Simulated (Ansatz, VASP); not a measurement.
**PbS: VASP beside Ansatz**

```
Pb S
1.0
     0.00000    2.90570    2.96500
     2.90570    0.00000    2.96500
     2.90570    2.90570    0.00000
Pb S
1 1
Direct
  0.00000 0.00000 0.00000
  0.50000 0.50000 0.50000
```

Change from the starting cell: strain -0.0200 x Voigt [1, 1, 0, 0, 0, 0], atoms carried along.

Alike in both runs: task single point; functional r2SCAN; k mesh 8 × 8 × 8; occupations gaussian, width 0.05 eV; no spin polarisation.

```csv
,VASP,Ansatz
version,VASP 6.6.1,Ansatz 0.2.0
potentials or method,"VASP PAW PBE potentials, release 64 (Pb_d, S), cutoff 520 eV","scalar-relativistic, plane waves, PAW"
valence electrons in the cell,20,20
```

|  | VASP | Ansatz | Ansatz less VASP |
| --- | --- | --- | --- |
| gap on the k mesh at the Fermi level (eV) | 0.44 | 0.43 | -0.011 |
| least direct gap on the mesh (eV) | 0.44 | 0.43 | -0.011 |
| pressure (GPa) | 4.2 | 4.2 | +0.02 |
| traceless stress, the component that is largest in VASP (GPa) | -2.11 | -2.11 | +0.007 |

VASP's potentials were made for PBE, not for r2SCAN.

Spin-orbit coupling is off throughout.
